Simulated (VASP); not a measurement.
A run of VASP 6.6.1 is set up as follows.

File INCAR:

```
PREC = Accurate
ENCUT = 520
EDIFF = 1E-6
ISMEAR = 0
SIGMA = 0.1
LREAL = F
LASPH = T
NELM = 60
ALGO = Normal
ISIF = 2
LWAVE = F
LCHARG = F
GGA = PE
NBANDS = 48
```

File KPOINTS:

```
Automatic mesh
0
Gamma
  10 10 6
```

POSCAR

```
TaGe4Pt
1.0
    4.7886224304     -1.5929189739     -0.0293656381
    4.7886224304      1.5929189739     -0.0293656381
   -3.8216896920      0.0000000000      7.2005501519
Ta Ge Pt
1 4 1
Direct
    0.1452445223      0.1452445223      0.1932574181
    0.3906510022      0.3906510022      0.1149221480
    0.1566541994      0.1566541994      0.5376655935
    0.8673440627      0.8673440627      0.4656479260
    0.6000949796      0.6000949796      0.8926918164
    0.8400112337      0.8400112337      0.7958150981
```

Potentials or basis: VASP PAW PBE potentials, release 64 (Ta_pv, Ge_d, Pt).

Command:

```sh
$ cat potpaw_PBE.64/Ta_pv/POTCAR potpaw_PBE.64/Ge_d/POTCAR potpaw_PBE.64/Pt/POTCAR > POTCAR
$ mpirun -np 1 vasp_std > vasp.out
```

Question: Estimate the band gap on the k mesh.

Answer: Zero (an odd number of electrons rules out a gap without spin polarisation).

Question: Estimate the pressure.

Answer: -3.1 GPa.

Question: Predict the largest force.

Answer: 0.015 eV/Å.

Forces in eV/Å, atoms in the order of the input:
```
Ta  -0.006  0.000 -0.003
Ge   0.003  0.000 -0.001
Ge  -0.012  0.000 -0.003
Ge   0.013  0.000  0.008
Ge   0.001  0.000 -0.008
Pt   0.001  0.000  0.007
```

Caveat: the cell stands under tension; spin-orbit coupling is left out, which moves the levels of the heavy elements; an odd number of electrons without spin polarisation forces a metal; a magnetic or distorted state may lie lower.
